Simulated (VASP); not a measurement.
A run of VASP 6.6.1:

The input INCAR:

```
SYSTEM = Na4NbAlSi3O12
ALGO = Normal ; EDIFF = 1E-8
ENCUT = 520 ; GGA = PE
ISIF = 2 ; ISMEAR = -1
LASPH = .True. ; LCHARG = .False.
LEFG = .True. ; LREAL = Auto
LWAVE = .False. ; NBANDS = 155
NELM = 100 ; PREC = Accurate
SIGMA = 0.02
```

The input KPOINTS:

```
k-points
0
Gamma
  3 3 3
  0 0 0
```

File POSCAR:

```
Na4NbAlSi3O12
1.0
    4.5093894337      2.6034972034      7.3186122967
   -4.5093894337      2.6034972034      7.3186122967
    0.0000000000     -5.2069944068      7.3186122967
Na Al Nb Si O
8 2 2 6 24
Direct
    0.8821581500      0.6214916700      0.2372473100
    0.6214916700      0.2372473100      0.8821581500
    0.2372473100      0.8821581500      0.6214916700
    0.3821581500      0.7372473100      0.1214916700
    0.7372473100      0.1214916700      0.3821581500
    0.1214916700      0.3821581500      0.7372473100
    0.4944015400      0.4944015400      0.4944015400
    0.9944015400      0.9944015400      0.9944015400
    0.3532685700      0.3532685700      0.3532685700
    0.8532685700      0.8532685700      0.8532685700
    0.6457145300      0.6457145300      0.6457145300
    0.1457145300      0.1457145300      0.1457145300
    0.5458721400      0.9675466200      0.2455066300
    0.9675466200      0.2455066300      0.5458721400
    0.2455066300      0.5458721400      0.9675466200
    0.0458721400      0.7455066300      0.4675466200
    0.7455066300      0.4675466200      0.0458721400
    0.4675466200      0.0458721400      0.7455066300
    0.5098548600      0.1464248400      0.2773122900
    0.1464248400      0.2773122900      0.5098548600
    0.2773122900      0.5098548600      0.1464248400
    0.0098548600      0.7773122900      0.6464248400
    0.7773122900      0.6464248400      0.0098548600
    0.6464248400      0.0098548600      0.7773122900
    0.4918423400      0.8594627900      0.7239842600
    0.8594627900      0.7239842600      0.4918423400
    0.7239842600      0.4918423400      0.8594627900
    0.9918423400      0.2239842600      0.3594627900
    0.2239842600      0.3594627900      0.9918423400
    0.3594627900      0.9918423400      0.2239842600
    0.4362746700      0.2275665100      0.5709896300
    0.2275665100      0.5709896300      0.4362746700
    0.5709896300      0.4362746700      0.2275665100
    0.9362746700      0.0709896300      0.7275665100
    0.0709896300      0.7275665100      0.9362746700
    0.7275665100      0.9362746700      0.0709896300
    0.5622354500      0.7768983300      0.4239469000
    0.7768983300      0.4239469000      0.5622354500
    0.4239469000      0.5622354500      0.7768983300
    0.0622354500      0.9239469000      0.2768983300
    0.9239469000      0.2768983300      0.0622354500
    0.2768983300      0.0622354500      0.9239469000
```

Potentials or basis: VASP PAW PBE potentials, release 64 (Na_pv, Al, Nb_sv, Si, O).

Launch:

```bash
$ cat potpaw_PBE.64/Na_pv/POTCAR potpaw_PBE.64/Al/POTCAR potpaw_PBE.64/Nb_sv/POTCAR potpaw_PBE.64/Si/POTCAR potpaw_PBE.64/O/POTCAR > POTCAR
$ mpirun -np 1 vasp_std > vasp.out
```

Hardware: 1 thread of Intel(R) Xeon(R) Platinum 8259CL CPU @ 2.50GHz (Skylake/Cascade Lake) (shared host).

Q: Estimate the wall time of this run.

A: It took 38 min on 1 thread of Intel(R) Xeon(R) Platinum 8259CL CPU @ 2.50GHz (Skylake/Cascade Lake) (shared host), peak memory 0.91 GiB. Counts: scf iterations 22, k points 6.
